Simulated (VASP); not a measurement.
Wanted: the native input for a VASP 6.6.1 run.

* Task: single point
* Functional: LDA
* Potentials or basis: VASP PAW LDA potentials, release 64 (Mg_sv, O)
* Cutoff: 750 eV
* k mesh: 9 × 9 × 6
* Occupations: gaussian, width 0.02 eV
* Spin: no spin polarisation
* Dipole correction: no
* Mended: yes
* Further INCAR settings: ALGO = Normal; EDIFF = 1e-06; NBANDS = 24

The structure of MgO lies in POSCAR:

```
MgO
1.0
    3.5182084926      0.0000000000      0.0000000000
   -1.7591042463      3.0468579304      0.0000000000
    0.0000000000      0.0000000000      4.2161867363
Mg O
2 2
Direct
    0.6666666700      0.3333333300      0.7500000000
    0.3333333300      0.6666666700      0.2500000000
    0.6666666700      0.3333333300      0.2500000000
    0.3333333300      0.6666666700      0.7500000000
```

This cell differs from its parent crystal: strained.

The input as run:

INCAR

```
SYSTEM = MgO
PREC = Accurate
ENCUT = 750
EDIFF = 1E-6
ISMEAR = 0
SIGMA = 0.02
LREAL = .False.
LASPH = .True.
NELM = 120
ALGO = Normal
ISIF = 2
LWAVE = .False.
LCHARG = .True.
GGA = CA
LELF = .True.
LVHAR = .True.
NBANDS = 24
GGA_COMPAT = .False.
```

KPOINTS

```
Automatic mesh
0
Gamma
  9 9 6
  0 0 0
```

Potentials or basis: VASP PAW LDA potentials, release 64 (Mg_sv, O).

Run with:

```console
$ cat potpaw_LDA.64/Mg_sv/POTCAR potpaw_LDA.64/O/POTCAR > POTCAR
$ mpirun -np 1 vasp_std > vasp.out
```

It gave:

```
Pressure               : -7.3 GPa
Band gap on the k mesh : 3.21 eV
```

Caveat: the cell differs from its parent crystal (strained); the cell stands under tension.

Run time: 79 s on 1 thread of Intel(R) Xeon(R) Platinum 8488C (Sapphire Rapids), with other jobs on the host, peak memory 0.2 GiB.
